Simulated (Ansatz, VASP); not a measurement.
# Sn: VASP beside Ansatz

```
Sn
1.0
    -2.94014    2.94014    1.59930
     2.94014   -2.94014    1.59930
     2.94014    2.94014   -1.59930
Sn
2
Direct
  0.00000 0.00000 0.00000
  0.75000 0.25000 0.50000
```

Alike in both runs: functional rpbe exchange, lyp correlation; k mesh 9 × 9 × 9; occupations fermi-dirac, width 0.1 eV; collinear spin.

```csv
,VASP,Ansatz
version,VASP 6.6.1,Ansatz 0.2.0
potentials or method,"VASP PAW PBE potentials, release 64 (Sn_d), cutoff 500 eV","all-electron LAPW, inner shells corrected to Dirac's equation"
task,single point,atomic charges
```

VASP gave:

```
gap on the k mesh at the Fermi level (eV)                     : none
pressure (GPa)                                                : 7.3
traceless stress, the component that is largest in VASP (GPa) : -0.38
net moment per atom (μB)                                      : 0.00
```

What did Ansatz give for the same quantities?

gap on the k mesh at the Fermi level (eV): none; pressure (GPa): 7.4; traceless stress, the component that is largest in VASP (GPa): -0.38; net moment per atom (μB): 0.00.

VASP's potentials were made for PBE, not for rpbe exchange, lyp correlation. A gap of «none» marks a metal or a gap that the smearing closes. Ansatz ran all-electron here, and VASP with PAW potentials.
